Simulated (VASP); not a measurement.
# Al3Cu2 (P-3m1) in VASP: a series of runs

Runs on Al3Cu2. Level: PBEsol. Tasks: single point.

All numbers are computed with VASP 6.6.1; they aren't measurements. Logs are shortened: lines on timing, memory, paths and dates and some standing lists are left out, and cuts for length are marked.

### 1 The cell of the first run

The structure is trigonal, space group P-3m1 (No. 164). The conventional cell has a = 4.013 Å, b = 4.013 Å, c = 4.884 Å, α = 90.00°, β = 90.00°, γ = 120.00°. Within 3.2 Å of Al (site symmetry -3m) lie 6 Cu at 2.44 Å and 6 Al at 2.89 Å. Al (site symmetry 3m) has 5 Cu at 2.40 to 2.51 Å and 6 Al at 2.73 to 2.89 Å within 3.2 Å. Within 3.2 Å of Cu (site symmetry 3m) lie 8 Al at 2.40 to 2.51 Å and 3 Cu at 2.78 Å.

### 2 Single point, PBEsol (volume scaled by 0.94, then relaxed in part)

INCAR reads:

```
  PREC = Accurate
  ENCUT = 700
  EDIFF = 1E-6
  ISMEAR = 0
  SIGMA = 0.1
  LREAL = F
  LASPH = T
  NELM = 120
  ALGO = Normal
  ISIF = 2
  LWAVE = F
  LCHARG = F
  GGA = PS
  NBANDS = 32
  GGA_COMPAT = F
```

KPOINTS reads:

```
Automatic mesh
0
Gamma
  12 12 8
```

POSCAR reads:

```
Al3Cu2
1.0
    4.0133123470      0.0000000000      0.0000000000
   -2.0066561735      3.4756304458      0.0000000000
    0.0000000000      0.0000000000      4.8843015075
Al Cu
3 2
Direct
    0.0000000000      0.0000000000      0.0000000000
    0.3333333333      0.6666666667      0.3524682567
    0.6666666667      0.3333333333      0.6475317433
    0.3333333333      0.6666666667      0.8431277593
    0.6666666667      0.3333333333      0.1568722407
```

Potentials or basis: VASP PAW PBE potentials, release 64 (Al, Cu_sv_GW).

Command:

```console
> cat potpaw_PBE.64/Al/POTCAR potpaw_PBE.64/Cu_sv_GW/POTCAR > POTCAR
> mpirun -np 1 vasp_std > vasp.out
```

OUTCAR:

```text
PREC = Accurate
   ENCUT = 700
   EDIFF = 1E-6
   ISMEAR = 0
   LREAL = F
   LASPH = T
   NELM = 120
   ISIF = 2
   GGA = PS

 ion  position               nearest neighbor table
   1  0.000  0.000  0.000-   4 2.44   5 2.44   4 2.44   5 2.44   5 2.44   4 2.44   2 2.89   3 2.89
                             2 2.89   3 2.89   2 2.89   3 2.89
   2  0.333  0.667  0.352-   4 2.40   4 2.49   5 2.51   5 2.51   5 2.51   3 2.73   3 2.73   3 2.73
                             1 2.89   1 2.89   1 2.89
   3  0.667  0.333  0.648-   5 2.40   5 2.49   4 2.51   4 2.51   4 2.51   2 2.73   2 2.73   2 2.73
                             1 2.89   1 2.89   1 2.89
   4  0.333  0.667  0.843-   2 2.40   1 2.44   1 2.44   1 2.44   2 2.49   3 2.51   3 2.51   3 2.51

   5  0.667  0.333  0.157-   3 2.40   1 2.44   1 2.44   1 2.44   3 2.49   2 2.51   2 2.51   2 2.51

  LATTYP: Found a hexagonal cell.
 ALAT       =     4.0133123470
 C/A-ratio  =     1.2170250121

  Lattice vectors:

 A1 = (   4.0133123470,   0.0000000000,   0.0000000000)
 A2 = (  -2.0066561735,   3.4756304458,   0.0000000000)
 A3 = (   0.0000000000,   0.0000000000,   4.8843015075)

Analysis of symmetry for initial positions (statically):
=====================================================================
 Subroutine PRICEL returns:
 Original cell was already a primitive cell.

 Routine SETGRP: Setting up the symmetry group for a
 hexagonal supercell.

 Subroutine GETGRP returns: Found 12 space group operations
 (whereof 12 operations were pure point group operations)
 out of a pool of 24 trial point group operations.

The static configuration has the point symmetry D_3d.

Analysis of symmetry for dynamics (positions and initial velocities):
=====================================================================
 Subroutine PRICEL returns:
 Original cell was already a primitive cell.

 Routine SETGRP: Setting up the symmetry group for a
 hexagonal supercell.

 Subroutine GETGRP returns: Found 12 space group operations
 (whereof 12 operations were pure point group operations)
 out of a pool of 24 trial point group operations.

The dynamic configuration has the point symmetry D_3d.

 Subroutine INISYM returns: Found 12 space group operations
 (whereof 12 operations are pure point group operations),
 and found     1 'primitive' translations

----------------------------------------------------------------------------------------

                                     Primitive cell

  volume of cell :      68.1301

  direct lattice vectors                    reciprocal lattice vectors
     4.013312347  0.000000000  0.000000000     0.249170738  0.143858793  0.000000000
    -2.006656174  3.475630446  0.000000000     0.000000000  0.287717586  0.000000000
     0.000000000  0.000000000  4.884301508     0.000000000  0.000000000  0.204737566

  length of vectors
     4.013312347  4.013312347  4.884301508     0.287717586  0.287717586  0.204737566

  position of ions in fractional coordinates (direct lattice)
     0.000000000  0.000000000  0.000000000
     0.333333333  0.666666667  0.352468257
     0.666666667  0.333333333  0.647531743
     0.333333333  0.666666667  0.843127759
     0.666666667  0.333333333  0.156872241

  ion indices of the primitive-cell ions
   primitive index   ion index
                 1           1
                 2           2
                 3           3
                 4           4
                 5           5

----------------------------------------------------------------------------------------

 KPOINTS: Automatic mesh

Automatic generation of k-mesh.
 Grid dimensions read from file:
 generate k-points for:   12   12    8

 Generating k-lattice:

  Cartesian coordinates                     Fractional coordinates (reciprocal lattice)
     0.020764228  0.011988233  0.000000000     0.083333333  0.000000000  0.000000000
     0.000000000  0.023976465  0.000000000     0.000000000  0.083333333  0.000000000
     0.000000000  0.000000000  0.025592196     0.000000000  0.000000000  0.125000000

  Length of vectors
     0.023976465  0.023976465  0.025592196

  Shift w.r.t. Gamma in fractional coordinates (k-lattice)
     0.000000000  0.000000000  0.000000000

 Subroutine IBZKPT returns following result:
 ===========================================

 Found    131 irreducible k-points:

 Following reciprocal coordinates:
            Coordinates               Weight
  0.000000  0.000000  0.000000      1.000000
  0.083333  0.000000  0.000000      6.000000
  0.166667 -0.000000  0.000000      6.000000
  0.250000  0.000000  0.000000      6.000000
  0.333333  0.000000  0.000000      6.000000
  0.416667  0.000000  0.000000      6.000000
[... 16 lines left out ...]
  0.166667 -0.000000  0.125000      6.000000
  0.000000  0.166667  0.125000      6.000000
 [... further k-points ...]
   k-points           NKPTS =    131   k-points in BZ     NKDIM =    131   number of bands    NBANDS=     32
   number of dos      NEDOS =    301   number of ions     NIONS =      5
   total plane-waves  NPLWV =  54432
   dimension x,y,z NGX =    36 NGY =   36 NGZ =   42
   dimension x,y,z NGXF=    72 NGYF=   72 NGZF=   84
   ions per type =               3   2
   NGX,Y,Z   is equivalent  to a cutoff of  14.91, 14.91, 14.30 a.u.
   NGXF,Y,Z  is equivalent  to a cutoff of  29.83, 29.83, 28.59 a.u.
 SYSTEM =  unknown system
   PREC   = accura    normal or accurate (medium, high low for compatibility)
   ISTART =      0    job   : 0-new  1-cont  2-samecut
   ICHARG =      2    charge: 1-file 2-atom 10-const
   ISPIN  =      1    spin polarized calculation?
   LNONCOLLINEAR =      F non collinear calculations
   LSORBIT =      F    spin-orbit coupling
   LASPH  =      T    aspherical Exc in radial PAW
   ENCUT  =  700.0 eV  51.45 Ry    7.17 a.u.   8.66  8.66 10.54*2*pi/ulx,y,z
   NELM   =    120;   NELMIN=  2; NELMDL= -5     # of ELM steps
   EDIFF  = 0.1E-05   stopping-criterion for ELM
   LREAL  =      F    real-space projection
   EDIFFG = 0.1E-04   stopping-criterion for IOM
   NSW    =      0    number of steps for IOM
   IBRION =     -1    ionic relax: 0-MD 1-quasi-New 2-CG
   NFREE  =      0    steps in history (QN), initial steepest desc. (CG)
   ISIF   =      2    stress and relaxation
   ISYM   =      2    0-nonsym 1-usesym 2-fastsym
   POTIM  = 0.5000    time-step for ionic-motion
   TEBEG  =    0.0;   TEEND  =   0.0 temperature during run
   PSTRESS=    0.0 pullay stress
   NELECT =      47.0000    total number of electrons
   NUPDOWN=      -1.0000    fix difference up-down
   EMIN   =  10.00;   EMAX   =-10.00  energy-range for DOS
   EFERMI =   0.00;   METHOD = LEGACY
   ISMEAR =     0;   SIGMA  =   0.10  broadening in eV -4-tet -1-fermi 0-gaus
   EFERMI_NEDOS =   21; number of points for ismear=-14 and -15
   IALGO  =     38    algorithm
   IMIX   =      4    mixing-type and parameters
     AMIX     =   0.40;   BMIX     =  1.00
     AMIX_MAG =   1.60;   BMIX_MAG =  1.00
  volume/ion in A,a.u.               =      13.63        91.95
  Fermi-wavevector in a.u.,A,eV,Ry     =   1.446531  2.733547 28.469541  2.092452
  Thomas-Fermi vector in A             =   2.564589
   LORBIT       =      0    0 simple, 1 ext, 2 COOP (PROOUT), +10 PAW based schemes
   GGA     = PS    functional components
   LHFCALC =     F    Hartree Fock is set to
   AEXX    =    0.0000 exact exchange contribution
   IVDW    =     0    specifies the selected vdW correction
   LEPSILON=     F    determine dielectric tensor
   LRPA    =     F    only Hartree local field effects (RPA)
 non-spin polarized calculation
 Gauss-broadening in eV      SIGMA  =   0.10
  energy-cutoff  :      700.00
  volume of cell :       68.13
 maximum number of plane-waves:      2893
 NGX is ok and might be reduce to    36
   NGX = 17   NGY = 17   NGZ = 21

 number of electron      47.0000021 magnetization

 Free energy of the ion-electron system (eV)
  ---------------------------------------------------
  ext. energy  EPLUGINS =         0.00000000
  ---------------------------------------------------
  free energy    TOTEN  =       -21.80134320 eV

  energy without entropy =      -21.79541616  energy(sigma->0) =      -21.79837968

 E-fermi :   9.0479     XC(G=0): -11.5640

 val. band max:        9.0412049290   @ k =   0.3333   0.1667   0.1250
 cond. band min:       9.0489897951   @ k =  -0.0833   0.5000   0.2500
 fundamental gap:      0.0077848661
 Fermi energy:         9.0478676210

 k-point     1 :       0.0000    0.0000    0.0000
  band No.  band energies     occupation
      1    -105.1822      2.00000
      2    -105.1804      2.00000
      3     -62.7142      2.00000
      4     -62.7059      2.00000
      5     -62.7027      2.00000
      6     -62.7027      2.00000
[... 24 lines left out ...]
     31      14.9994      0.00000
     32      14.9994      0.00000

 k-point     2 :       0.0833    0.0000    0.0000
  band No.  band energies     occupation
      1    -105.1821      2.00000
      2    -105.1805      2.00000
      3     -62.7140      2.00000
      4     -62.7064      2.00000
      5     -62.7028      2.00000
      6     -62.7022      2.00000
[... 24 lines left out ...]
     31      14.7425      0.00000
     32      14.8077      0.00000

 k-point     3 :       0.1667   -0.0000    0.0000
  band No.  band energies     occupation
      1    -105.1822      2.00000
      2    -105.1806      2.00000
      3     -62.7139      2.00000
      4     -62.7077      2.00000
      5     -62.7032      2.00000
      6     -62.7011      2.00000
[... 24 lines left out ...]
     31      14.4372      0.00000
     32      14.8413      0.00000

 k-point     4 :       0.2500    0.0000    0.0000
  band No.  band energies     occupation
      1    -105.1820      2.00000
      2    -105.1807      2.00000
      3     -62.7138      2.00000
      4     -62.7089      2.00000
      5     -62.7035      2.00000
      6     -62.6998      2.00000
[... 654 lines left out ...]
     31      14.7837      0.00000
     32      14.9329      0.00000

 k-point    23 :       0.1667   -0.0000    0.1250
  band No.  band energies     occupation
      1    -105.1822      2.00000
      2    -105.1806      2.00000
      3     -62.7140      2.00000
      4     -62.7078      2.00000
      5     -62.7032      2.00000
      6     -62.7011      2.00000
[... 24 lines left out ...]
     31      14.8340      0.00000
     32      15.3295      0.00000

 k-point    24 :       0.0000    0.1667    0.1250
  band No.  band energies     occupation
      1    -105.1823      2.00000
      2    -105.1806      2.00000
      3     -62.7140      2.00000
      4     -62.7077      2.00000
      5     -62.7031      2.00000
      6     -62.7011      2.00000
[... 24 lines left out ...]
     31      14.8530      0.00000
     32      15.1743      0.00000

 [... further k-points ...]

------------------------ aborting loop because EDIFF is reached ----------------------------------------

  FORCE on cell =-STRESS in cart. coord.  units (eV):
  Direction    XX          YY          ZZ          XY          YZ          ZX
  --------------------------------------------------------------------------------------
  -------------------------------------------------------------------------------------
  Total        2.7669348      2.7669348      2.7541024      0.0000000     -0.0000000      0.0000000
  in kB       65.0684544     65.0684544     64.7666824      0.0000000     -0.0000000      0.0000000
  external PRESSURE =      64.9678638 kB  Pullay stress =       0.0000000 kB

 VOLUME and BASIS-vectors are now :
 -----------------------------------------------------------------------------
  energy-cutoff  :      700.00
  volume of cell :       68.13
      direct lattice vectors                 reciprocal lattice vectors
     4.013312347  0.000000000  0.000000000     0.249170738  0.143858793  0.000000000
    -2.006656174  3.475630446  0.000000000     0.000000000  0.287717586  0.000000000
     0.000000000  0.000000000  4.884301508     0.000000000  0.000000000  0.204737566

 POSITION                                       TOTAL-FORCE (eV/Angst)
 -----------------------------------------------------------------------------------
      0.00000      0.00000      0.00000        -0.000000      0.000000      0.000000
     -0.00000      2.31709      1.72156        -0.000000      0.000000     -0.004925
      2.00666      1.15854      3.16274        -0.000000      0.000000      0.004925
     -0.00000      2.31709      4.11809        -0.000000      0.000000      0.006792
      2.00666      1.15854      0.76621         0.000000     -0.000000     -0.006792
 -----------------------------------------------------------------------------------
    total drift:                                0.000000     -0.000000      0.000000

  FREE ENERGIE OF THE ION-ELECTRON SYSTEM (eV)
  ---------------------------------------------------
  free  energy   TOTEN  =       -21.8013431993 eV

  energy  without entropy=      -21.7954161591  energy(sigma->0) =      -21.79837968
```

Run time: 9.3 min. Hardware: 1 thread of AMD EPYC 7R43 (Zen 3), shared host; peak memory 0.48 GiB.

What came out:

```yaml
Free_energy: -21.8013 eV
Pressure: 6.5 GPa
Largest_force: 0.007 eV/Å
```

Forces in eV/Å, atoms in the order of the input:
```
Al   0.000  0.000  0.000
Al   0.000  0.000 -0.005
Al   0.000  0.000  0.005
Cu   0.000  0.000  0.007
Cu   0.000  0.000 -0.007
```

Caveat: the PAW data sets were made with another functional, which shifts forces and pressure a little.

### 3 Single point, PBEsol (volume scaled by 0.88, then relaxed in part)

INCAR reads:

```
ALGO = Fast
EDIFF = 1E-6
ENCUT = 520
GGA = PS
ISIF = 2
ISMEAR = 0
LASPH = T
LCHARG = F
LREAL = F
LWAVE = F
NBANDS = 24
NELM = 60
PREC = Accurate
SIGMA = 0.1
```

KPOINTS reads:

```
k-points
0
Gamma
  12 12 8
```

POSCAR reads:

```
Al3Cu2
1.0
    3.9248577373      0.0000000000      0.0000000000
   -1.9624288687      3.3990265068      0.0000000000
    0.0000000000      0.0000000000      4.7809628236
Al Cu
3 2
Direct
    0.0000000000      0.0000000000      0.0000000000
    0.3333333333      0.6666666667      0.3535141255
    0.6666666667      0.3333333333      0.6464858745
    0.3333333333      0.6666666667      0.8440686000
    0.6666666667      0.3333333333      0.1559314000
```

Potentials or basis: VASP PAW PBE potentials, release 64 (Al, Cu).

Command:

```console
> cat potpaw_PBE.64/Al/POTCAR potpaw_PBE.64/Cu/POTCAR > POTCAR
> mpirun -np 1 vasp_std > vasp.out
```

Wall time 1.9 min (1 thread of Intel Xeon 6975P-C (Granite Rapids), shared host); peak memory 0.29 GiB.

The run converged. Its results:

```yaml
Free_energy: -21.2319 eV
Pressure: 20.1 GPa
```

Levels at points of the mesh, in eV from the Fermi level:
```csv
k point,band 12,band 13,band 14,band 15,band 16,band 17,band 18,band 19
"(0.00, 0.00, 0.00)",-4.05,-4.04,-0.31,-0.31,1.44,1.44,3.22,3.41
"(0.50, 0.00, 0.00)",-4.56,-3.44,-3.35,-2.87,-0.70,0.26,0.37,3.22
"(0.00, 0.00, 0.50)",-4.66,1.23,1.23,1.26,1.26,1.70,2.76,2.76
"(0.50, 0.00, 0.50)",-4.70,-4.59,-3.86,-2.02,-0.22,0.79,1.31,5.37
```

Caveat: the PAW data sets were made with another functional, which shifts forces and pressure a little.
